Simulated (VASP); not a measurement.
Here is a VASP 6.6.1 calculation.

File INCAR:

```
SYSTEM = Cu
PREC     = Accurate       ! precision mode
ENCUT    = 600            ! plane-wave cutoff, eV
EDIFF    = 1E-7           ! SCF threshold, eV
ISMEAR   = -1             ! smearing method
SIGMA    = 0.05           ! smearing width, eV
LREAL    = .False.        ! projectors in reciprocal space
LASPH    = .True.         ! aspherical terms in the spheres
NELM     = 120            ! most SCF steps
ALGO     = Normal         ! electronic algorithm
ISIF     = 3              ! what is computed and relaxed
LWAVE    = .False.        ! write WAVECAR
LCHARG   = .False.        ! write CHGCAR
GGA      = PS             ! functional
IBRION   = 2              ! ionic algorithm
NSW      = 80             ! ionic steps
EDIFFG   = -0.01          ! ionic threshold
GGA_COMPAT= .False.      
NELMIN   = 4
```

Contents of KPOINTS:

```
regular mesh
0
Gamma
  15 15 15
  0 0 0
```

POSCAR

```
Cu
1.0
    0.0000000000      2.4850000000      2.4850000000
    2.4850000000      0.0000000000      2.4850000000
    2.4850000000      2.4850000000      0.0000000000
Cu
2
Direct
    1.0000000000      1.0000000000      1.0000000000
    0.2500000000      0.2500000000      0.2500000000
```

Potentials or basis: VASP PAW PBE potentials, release 64 (Cu).

The run is started by

```console
$ cat potpaw_PBE.64/Cu/POTCAR > POTCAR
$ mpirun -np 1 vasp_std > vasp.out
```

Question: What does it give for the band gap on the k mesh?

Answer: Zero (bands 11 and 12 overlap by 0.79 eV).

Question: Predict the space group after relaxing (to 0.1 Å).

Answer: Fd-3m (No. 227).

Final structure:
```
Cu
1.0
     0.00000    2.62188    2.62188
     2.62188    0.00000    2.62188
     2.62188    2.62188    0.00000
Cu
2
Direct
  0.00000 0.00000 0.00000
  0.25000 0.25000 0.25000
```
